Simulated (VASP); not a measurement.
# Cu3O2 (I4/mmm) in VASP: further runs

Cu3O2 is run at these levels: LDA; tasks: single point.

Program: VASP 6.6.1. These are calculated values, not measurements. Logs are shortened: lines on timing, memory, paths and dates and some standing lists are left out, and cuts for length are marked.

## 1. The cell of the first run

It takes space group I4/mmm (No. 139, tetragonal). Conventional cell: a = 3.910 Å, b = 3.910 Å, c = 7.368 Å, α = 90.00°, β = 90.00°, γ = 90.00°. Cu (site symmetry -4m2) has 2 O at 1.84 Å within 2.4 Å. Within 2.7 Å of Cu (site symmetry 4/mmm) lie 4 O at 1.96 Å and 8 Cu at 2.69 Å. Within 2.4 Å of O (site symmetry mmm) lie 4 Cu at 1.84 to 1.96 Å.

## 2. Single point, LDA

Input file INCAR:

```
ALGO = Normal
EDIFF = 1E-7
ENCUT = 520
GGA = CA
ISIF = 2
ISMEAR = 0
LASPH = True
LCHARG = False
LREAL = False
LWAVE = False
NBANDS = 30
NELM = 60
PREC = Accurate
SIGMA = 0.15
```

Input file KPOINTS:

```
k-points
0
Gamma
  14 14 14
```

Input file POSCAR:

```
Cu3O2
1.0
   -1.9550019901      1.9550019901      3.6842000000
    1.9550019901     -1.9550019901      3.6842000000
    1.9550019901      1.9550019901     -3.6842000000
Cu O
3 2
Direct
    0.2500000000      0.7500000000      0.5000000000
    0.7500000000      0.2500000000      0.5000000000
    0.0000000000      0.0000000000      0.0000000000
    0.0000000000      0.5000000000      0.5000000000
    0.5000000000      0.0000000000      0.5000000000
```

Potentials or basis: VASP PAW LDA potentials, release 64 (Cu, O).

Command:

```console
cat potpaw_LDA.64/Cu/POTCAR potpaw_LDA.64/O/POTCAR > POTCAR
mpirun -np 1 vasp_std > vasp.out
```

OUTCAR:

```text
EDIFF = 1E-7
   ENCUT = 520
   GGA = CA
   ISIF = 2
   ISMEAR = 0
   LASPH = True
   LREAL = False
   NELM = 60
   PREC = Accurate

 ion  position               nearest neighbor table
   1  0.250  0.750  0.500-   4 1.84   5 1.84   3 2.69   3 2.69   3 2.69   3 2.69   2 2.76   2 2.76
                             2 2.76   2 2.76
   2  0.750  0.250  0.500-   4 1.84   5 1.84   3 2.69   3 2.69   3 2.69   3 2.69   1 2.76   1 2.76
                             1 2.76   1 2.76
   3  0.000  0.000  0.000-   4 1.96   5 1.96   4 1.96   5 1.96   2 2.69   1 2.69   1 2.69   2 2.69
                             2 2.69   1 2.69   1 2.69   2 2.69
   4  0.000  0.500  0.500-   1 1.84   2 1.84   3 1.96   3 1.96
   5  0.500  0.000  0.500-   1 1.84   2 1.84   3 1.96   3 1.96

  LATTYP: Found a body centered tetragonal cell.
 ALAT       =     3.9100039802
 C/A-ratio  =     1.8844993604

  Lattice vectors:

 A1 = (  -1.9550019901,   1.9550019901,   3.6842000000)
 A2 = (   1.9550019901,  -1.9550019901,   3.6842000000)
 A3 = (   1.9550019901,   1.9550019901,  -3.6842000000)

Analysis of symmetry for initial positions (statically):
=====================================================================
 Subroutine PRICEL returns:
 Original cell was already a primitive cell.

 Routine SETGRP: Setting up the symmetry group for a
 body centered tetragonal supercell.

 Subroutine GETGRP returns: Found 16 space group operations
 (whereof 16 operations were pure point group operations)
 out of a pool of 16 trial point group operations.

The static configuration has the point symmetry D_4h.

Analysis of symmetry for dynamics (positions and initial velocities):
=====================================================================
 Subroutine PRICEL returns:
 Original cell was already a primitive cell.

 Routine SETGRP: Setting up the symmetry group for a
 body centered tetragonal supercell.

 Subroutine GETGRP returns: Found 16 space group operations
 (whereof 16 operations were pure point group operations)
 out of a pool of 16 trial point group operations.

The dynamic configuration has the point symmetry D_4h.

 Subroutine INISYM returns: Found 16 space group operations
 (whereof 16 operations are pure point group operations),
 and found     1 'primitive' translations

----------------------------------------------------------------------------------------

                                     Primitive cell

  volume of cell :      56.3245

  direct lattice vectors                    reciprocal lattice vectors
    -1.955001990  1.955001990  3.684200000     0.000000000  0.255754215  0.135714673
     1.955001990 -1.955001990  3.684200000     0.255754215  0.000000000  0.135714673
     1.955001990  1.955001990 -3.684200000     0.255754215  0.255754215  0.000000000

  length of vectors
     4.606234384  4.606234384  4.606234384     0.289531848  0.289531848  0.361691080

  position of ions in fractional coordinates (direct lattice)
     0.250000000  0.750000000  0.500000000
     0.750000000  0.250000000  0.500000000
     0.000000000  0.000000000  0.000000000
     0.000000000  0.500000000  0.500000000
     0.500000000  0.000000000  0.500000000

  ion indices of the primitive-cell ions
   primitive index   ion index
                 1           1
                 2           2
                 3           3
                 4           4
                 5           5

----------------------------------------------------------------------------------------

 KPOINTS: k-points

Automatic generation of k-mesh.
 Grid dimensions read from file:
 generate k-points for:   14   14   14

 Generating k-lattice:

  Cartesian coordinates                     Fractional coordinates (reciprocal lattice)
     0.000000000  0.018268158  0.009693905     0.071428571  0.000000000 -0.000000000
     0.018268158  0.000000000  0.009693905     0.000000000  0.071428571 -0.000000000
     0.018268158  0.018268158  0.000000000     0.000000000  0.000000000  0.071428571

  Length of vectors
     0.020680846  0.020680846  0.025835077

  Shift w.r.t. Gamma in fractional coordinates (k-lattice)
     0.000000000  0.000000000  0.000000000

 Subroutine IBZKPT returns following result:
 ===========================================

 Found    244 irreducible k-points:

 Following reciprocal coordinates:
            Coordinates               Weight
  0.000000  0.000000  0.000000      1.000000
  0.071429 -0.000000  0.000000      8.000000
  0.142857  0.000000 -0.000000      8.000000
  0.214286 -0.000000  0.000000      8.000000
  0.285714 -0.000000  0.000000      8.000000
  0.357143  0.000000  0.000000      8.000000
[... 16 lines left out ...]
  0.214286  0.142857 -0.000000     16.000000
  0.285714  0.142857  0.000000     16.000000
 [... further k-points ...]
   k-points           NKPTS =    244   k-points in BZ     NKDIM =    244   number of bands    NBANDS=     30
   number of dos      NEDOS =    301   number of ions     NIONS =      5
   total plane-waves  NPLWV =  46656
   dimension x,y,z NGX =    36 NGY =   36 NGZ =   36
   dimension x,y,z NGXF=    72 NGYF=   72 NGZF=   72
   ions per type =               3   2
   NGX,Y,Z   is equivalent  to a cutoff of  12.99, 12.99, 12.99 a.u.
   NGXF,Y,Z  is equivalent  to a cutoff of  25.99, 25.99, 25.99 a.u.
 SYSTEM =  unknown system
   PREC   = accura    normal or accurate (medium, high low for compatibility)
   ISTART =      0    job   : 0-new  1-cont  2-samecut
   ICHARG =      2    charge: 1-file 2-atom 10-const
   ISPIN  =      1    spin polarized calculation?
   LNONCOLLINEAR =      F non collinear calculations
   LSORBIT =      F    spin-orbit coupling
   LASPH  =      T    aspherical Exc in radial PAW
   ENCUT  =  520.0 eV  38.22 Ry    6.18 a.u.   8.56  8.56  8.56*2*pi/ulx,y,z
   NELM   =     60;   NELMIN=  2; NELMDL= -5     # of ELM steps
   EDIFF  = 0.1E-06   stopping-criterion for ELM
   LREAL  =      F    real-space projection
   EDIFFG = 0.1E-05   stopping-criterion for IOM
   NSW    =      0    number of steps for IOM
   IBRION =     -1    ionic relax: 0-MD 1-quasi-New 2-CG
   NFREE  =      0    steps in history (QN), initial steepest desc. (CG)
   ISIF   =      2    stress and relaxation
   ISYM   =      2    0-nonsym 1-usesym 2-fastsym
   POTIM  = 0.5000    time-step for ionic-motion
   TEBEG  =    0.0;   TEEND  =   0.0 temperature during run
   PSTRESS=    0.0 pullay stress
   NELECT =      45.0000    total number of electrons
   NUPDOWN=      -1.0000    fix difference up-down
   EMIN   =  10.00;   EMAX   =-10.00  energy-range for DOS
   EFERMI =   0.00;   METHOD = LEGACY
   ISMEAR =     0;   SIGMA  =   0.15  broadening in eV -4-tet -1-fermi 0-gaus
   EFERMI_NEDOS =   21; number of points for ismear=-14 and -15
   IALGO  =     38    algorithm
   IMIX   =      4    mixing-type and parameters
     AMIX     =   0.40;   BMIX     =  1.00
     AMIX_MAG =   1.60;   BMIX_MAG =  1.00
  volume/ion in A,a.u.               =      11.26        76.02
  Fermi-wavevector in a.u.,A,eV,Ry     =   1.519077  2.870639 31.396737  2.307595
  Thomas-Fermi vector in A             =   2.628112
   LORBIT       =      0    0 simple, 1 ext, 2 COOP (PROOUT), +10 PAW based schemes
   GGA     = CA    functional components
   LHFCALC =     F    Hartree Fock is set to
   AEXX    =    0.0000 exact exchange contribution
   IVDW    =     0    specifies the selected vdW correction
   LEPSILON=     F    determine dielectric tensor
   LRPA    =     F    only Hartree local field effects (RPA)
 non-spin polarized calculation
 Gauss-broadening in eV      SIGMA  =   0.15
  energy-cutoff  :      520.00
  volume of cell :       56.32
 maximum number of plane-waves:      1543
 NGX is ok and might be reduce to    36
   NGX = 17   NGY = 17   NGZ = 17

 number of electron      44.9999980 magnetization

 Free energy of the ion-electron system (eV)
  ---------------------------------------------------
  ext. energy  EPLUGINS =         0.00000000
  ---------------------------------------------------
  free energy    TOTEN  =       -27.19859949 eV

  energy without entropy =      -27.17915549  energy(sigma->0) =      -27.18887749

 E-fermi :   4.8220     XC(G=0): -12.0377

 val. band max:        4.8073829189   @ k =  -0.2143  -0.4286   0.0714
 cond. band min:       4.8260584032   @ k =   0.3571   0.0714   0.0714
 fundamental gap:      0.0186754843
 Fermi energy:         4.8220084980

 k-point     1 :       0.0000    0.0000    0.0000
  band No.  band energies     occupation
      1     -14.4173      2.00000
      2     -12.9366      2.00000
      3      -1.8940      2.00000
      4      -1.0889      2.00000
      5      -1.0889      2.00000
      6      -0.5549      2.00000
[... 22 lines left out ...]
     29      15.6382      0.00000
     30      15.9348      0.00000

 k-point     2 :       0.0714   -0.0000    0.0000
  band No.  band energies     occupation
      1     -14.3954      2.00000
      2     -12.9499      2.00000
      3      -1.8906      2.00000
      4      -1.1446      2.00000
      5      -1.0686      2.00000
      6      -0.6332      2.00000
[... 22 lines left out ...]
     29      15.4273      0.00000
     30      16.3114      0.00000

 k-point     3 :       0.1429    0.0000   -0.0000
  band No.  band energies     occupation
      1     -14.3310      2.00000
      2     -12.9900      2.00000
      3      -1.8801      2.00000
      4      -1.2992      2.00000
      5      -1.0082      2.00000
      6      -0.7884      2.00000
[... 22 lines left out ...]
     29      15.3608      0.00000
     30      16.8506      0.00000

 k-point     4 :       0.2143   -0.0000    0.0000
  band No.  band energies     occupation
      1     -14.2285      2.00000
      2     -13.0573      2.00000
      3      -1.8622      2.00000
      4      -1.5182      2.00000
      5      -0.9634      2.00000
      6      -0.9103      2.00000
[... 616 lines left out ...]
     29      15.4938      0.00000
     30      16.4613      0.00000

 k-point    23 :       0.2143    0.1429   -0.0000
  band No.  band energies     occupation
      1     -14.1031      2.00000
      2     -13.1444      2.00000
      3      -1.6001      2.00000
      4      -1.5804      2.00000
      5      -1.4575      2.00000
      6      -0.9769      2.00000
[... 22 lines left out ...]
     29      15.3558      0.00000
     30      16.4749      0.00000

 k-point    24 :       0.2857    0.1429    0.0000
  band No.  band energies     occupation
      1     -13.9657      2.00000
      2     -13.2381      2.00000
      3      -1.8215      2.00000
      4      -1.6882      2.00000
      5      -1.4578      2.00000
      6      -0.9045      2.00000
[... 22 lines left out ...]
     29      15.0664      0.00000
     30      16.4477      0.00000

 [... further k-points ...]
[... 5 lines left out ...]
  --------------------------------------------------------------------------------------
  -------------------------------------------------------------------------------------
  Total       -0.6212498     -0.6212498     -4.2915381      0.0000000      0.0000000      0.0000000
  in kB      -17.6717365    -17.6717365   -122.0747822      0.0000000      0.0000000      0.0000000
  external PRESSURE =     -52.4727517 kB  Pullay stress =       0.0000000 kB

 VOLUME and BASIS-vectors are now :
 -----------------------------------------------------------------------------
  energy-cutoff  :      520.00
  volume of cell :       56.32
      direct lattice vectors                 reciprocal lattice vectors
    -1.955001990  1.955001990  3.684200000     0.000000000  0.255754215  0.135714673
     1.955001990 -1.955001990  3.684200000     0.255754215  0.000000000  0.135714673
     1.955001990  1.955001990 -3.684200000     0.255754215  0.255754215  0.000000000

 POSITION                                       TOTAL-FORCE (eV/Angst)
 -----------------------------------------------------------------------------------
      1.95500     -0.00000      1.84210         0.000000     -0.000000     -0.000000
     -0.00000      1.95500      1.84210        -0.000000      0.000000     -0.000000
      0.00000      0.00000      0.00000        -0.000000     -0.000000      0.000000
      1.95500      0.00000      0.00000        -0.000000     -0.000000      0.000000
      0.00000      1.95500      0.00000        -0.000000     -0.000000      0.000000
 -----------------------------------------------------------------------------------
    total drift:                                0.000000      0.000000      0.000000

  FREE ENERGIE OF THE ION-ELECTRON SYSTEM (eV)
  ---------------------------------------------------
  free  energy   TOTEN  =       -27.1985994852 eV

  energy  without entropy=      -27.1791554894  energy(sigma->0) =      -27.18887749
```

Wall time 5.4 min (1 thread of Intel Xeon 6975P-C (Granite Rapids), shared host); peak memory 0.43 GiB.

Results:

| Item | Value |
| --- | --- |
| Free energy | -27.1986 eV |
| Pressure | -5.2 GPa |
| Band gap on the k mesh | zero (an odd number of electrons rules out a gap without spin polarisation) |

Levels at points of the mesh, in eV from the Fermi level:
```
           k point  band 19  band 20  band 21  band 22  band 23  band 24  band 25  band 26  band 27  band 28
(0.00, 0.00, 0.00)    -1.76    -1.53    -0.97    -0.97     0.39     0.41     5.17     5.17     7.16     7.45
(0.50, 0.00, 0.00)    -1.68    -1.42    -1.04    -0.60    -0.24     2.70     3.18     8.38     8.42     8.61
(0.50, 0.50, 0.00)    -1.61    -0.58    -0.43    -0.25     0.22     1.51     3.58     3.72     7.60     9.68
(0.50, 0.50, 0.50)    -1.84    -1.54    -1.38    -0.42    -0.42     3.69     4.53     6.35     6.35     7.40
```

Caveat: the stress differs along the axes, from -12 to -2 GPa; an odd number of electrons without spin polarisation forces a metal; a magnetic or distorted state may lie lower.

## 3. Single point, LDA

This run uses another cell than the first one, of 11.33 Å³/atom.

Input file INCAR:

```
SYSTEM = Cu3O2
PREC = Accurate
ENCUT = 520
EDIFF = 1E-7
ISMEAR = 0
SIGMA = 0.15
LREAL = .False.
LASPH = .True.
NELM = 100
ALGO = Normal
ISIF = 2
LWAVE = .False.
LCHARG = .False.
NBANDS = 30
```

Input file KPOINTS:

```
regular mesh
0
Gamma
  14 14 14
  0 0 0
```

POSCAR: that of step 2 with these lines changed.

```diff
@@ -2,5 +2,5 @@
 1.0
-   -1.9550019901      1.9550019901      3.6842000000
-    1.9550019901     -1.9550019901      3.6842000000
-    1.9550019901      1.9550019901     -3.6842000000
+   -2.0136500000      2.0136500000      3.4928000000
+    2.0136500000     -2.0136500000      3.4928000000
+    2.0136500000      2.0136500000     -3.4928000000
 Cu O
```

Potentials or basis: VASP PAW LDA potentials, release 64 (Cu, O).

Command:

```console
cat potpaw_LDA.64/Cu/POTCAR potpaw_LDA.64/O/POTCAR > POTCAR
mpirun -np 1 vasp_std > vasp.out
```

OUTCAR:

```text
SYSTEM = Cu3O2
   PREC = Accurate
   ENCUT = 520
   EDIFF = 1E-7
   ISMEAR = 0
   LREAL = .False.
   LASPH = .True.
   NELM = 100
   ISIF = 2

 ion  position               nearest neighbor table
   1  0.250  0.750  0.500-   4 1.75   5 1.75   3 2.67   3 2.67   3 2.67   3 2.67
   2  0.750  0.250  0.500-   4 1.75   5 1.75   3 2.67   3 2.67   3 2.67   3 2.67
   3  0.000  0.000  0.000-   4 2.01   5 2.01   4 2.01   5 2.01   2 2.67   1 2.67   1 2.67   2 2.67
                             2 2.67   1 2.67   1 2.67   2 2.67
   4  0.000  0.500  0.500-   1 1.75   2 1.75   3 2.01   3 2.01
   5  0.500  0.000  0.500-   1 1.75   2 1.75   3 2.01   3 2.01

  LATTYP: Found a body centered tetragonal cell.
 ALAT       =     4.0273000000
 C/A-ratio  =     1.7345616170

  Lattice vectors:

 A1 = (  -2.0136500000,   2.0136500000,   3.4928000000)
 A2 = (   2.0136500000,  -2.0136500000,   3.4928000000)
 A3 = (   2.0136500000,   2.0136500000,  -3.4928000000)

Analysis of symmetry for initial positions (statically):
=====================================================================
 Subroutine PRICEL returns:
 Original cell was already a primitive cell.
[... 173 lines left out ...]
  free energy    TOTEN  =       -27.12614666 eV

  energy without entropy =      -27.10122722  energy(sigma->0) =      -27.11368694

 E-fermi :   4.8125     XC(G=0): -11.9586

 val. band max:        4.8101864139   @ k =   0.1429   0.1429   0.0000
 cond. band min:       4.8241863749   @ k =  -0.2143   0.5000   0.0714
 fundamental gap:      0.0139999610
 Fermi energy:         4.8125268829

 k-point     1 :       0.0000    0.0000    0.0000
  band No.  band energies     occupation
      1     -14.7553      2.00000
      2     -13.2818      2.00000
      3      -2.8145      2.00000
      4      -1.4808      2.00000
      5      -1.4808      2.00000
      6      -0.6078      2.00000
[... 781 lines left out ...]
     29      14.8691      0.00000
     30      16.3043      0.00000

 [... further k-points ...]
[... 5 lines left out ...]
  --------------------------------------------------------------------------------------
  -------------------------------------------------------------------------------------
  Total       -1.3165641     -1.3165641      5.5608522      0.0000000     -0.0000000      0.0000000
  in kB      -37.2349602    -37.2349602    157.2715804      0.0000000     -0.0000000      0.0000000
  external PRESSURE =      27.6005533 kB  Pullay stress =       0.0000000 kB

 VOLUME and BASIS-vectors are now :
 -----------------------------------------------------------------------------
  energy-cutoff  :      520.00
  volume of cell :       56.65
      direct lattice vectors                 reciprocal lattice vectors
    -2.013650000  2.013650000  3.492800000     0.000000000  0.248305316  0.143151626
     2.013650000 -2.013650000  3.492800000     0.248305316  0.000000000  0.143151626
     2.013650000  2.013650000 -3.492800000     0.248305316  0.248305316  0.000000000

 POSITION                                       TOTAL-FORCE (eV/Angst)
 -----------------------------------------------------------------------------------
      2.01365      0.00000      1.74640         0.000000      0.000000     -0.000000
      0.00000      2.01365      1.74640        -0.000000     -0.000000      0.000000
      0.00000      0.00000      0.00000        -0.000000     -0.000000      0.000000
      2.01365      0.00000      0.00000        -0.000000     -0.000000      0.000000
      0.00000      2.01365      0.00000        -0.000000     -0.000000      0.000000
 -----------------------------------------------------------------------------------
    total drift:                                0.000000      0.000000      0.000000

  FREE ENERGIE OF THE ION-ELECTRON SYSTEM (eV)
  ---------------------------------------------------
  free  energy   TOTEN  =       -27.1261466600 eV

  energy  without entropy=      -27.1012272174  energy(sigma->0) =      -27.11368694
```

Run time: 5.9 min. Hardware: 1 thread of Intel Xeon 6975P-C (Granite Rapids), shared host; peak memory 0.43 GiB.

Results:

| Property | Result |
| --- | --- |
| Free energy | -27.1261 eV |
| Pressure | 2.8 GPa |
| Band gap on the k mesh | zero (an odd number of electrons rules out a gap without spin polarisation) |

Stress tensor (GPa, compression positive):
```
-3.72  0.00  0.00
 0.00 -3.72  0.00
 0.00  0.00 15.73
```

Levels at points of the mesh, in eV from the Fermi level:
```csv
k point,band 20,band 21,band 22,band 23,band 24,band 25,band 26,band 27
"(0.00, 0.00, 0.00)",-1.74,-0.74,-0.74,0.40,0.90,5.15,5.15,7.10
"(0.50, 0.00, 0.00)",-1.40,-0.97,-0.64,-0.20,3.20,3.57,8.06,8.44
"(0.50, 0.50, 0.00)",-0.56,-0.43,-0.27,0.37,1.17,3.78,4.09,8.41
"(0.50, 0.50, 0.50)",-1.75,-1.33,-0.24,-0.24,3.31,5.27,6.43,6.43
```

Caveat: the stress differs along the axes, from -4 to 16 GPa; an odd number of electrons without spin polarisation forces a metal; a magnetic or distorted state may lie lower.
